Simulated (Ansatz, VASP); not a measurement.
# Two plane-wave programs on ScBSbP3

```
Sc B Sb P
1.0
     4.04686    0.00000    0.00000
     0.00000    4.84752    0.00000
     0.00000    0.00000    8.48422
Sc B Sb P
1 1 1 3
Direct
  0.00000 0.50000 0.50000
  0.00000 0.00000 0.00000
  0.50000 0.00000 0.00000
  0.50000 0.00000 0.35826
  0.50000 0.00000 0.64174
  0.00000 0.00000 0.50000
```

Alike in both runs: functional PBE; k mesh 10 × 8 × 6; occupations gaussian, width 0.1 eV; no spin polarisation.

Ansatz relaxed the structure, and its values are those at the end. VASP's run is a single point on that final structure, the one shown.

```csv
,VASP,Ansatz
version,VASP 6.6.1,Ansatz 0.2.0
potentials or method,"VASP PAW PBE potentials, release 64 (Sc_sv, B, Sb, P), cutoff 520 eV","scalar-relativistic, plane waves, PAW"
valence electrons in the cell,34,44
```

```tsv
	VASP	Ansatz	Ansatz less VASP
gap on the k mesh at the Fermi level (eV)	none	none	-
pressure (GPa)	0.1	0.0	-0.10
rms of the force components (eV/Å)	0.016	0.000	-0.0162
```

A gap of «none» marks a metal or a gap that the smearing closes. With one functional, cell and mesh, what is left measures potentials, basis and numerics. VASP's potentials hold 34 valence electrons a cell and Ansatz's 44, so a difference there can come from the potentials and not from the codes.

Spin-orbit coupling is off throughout.
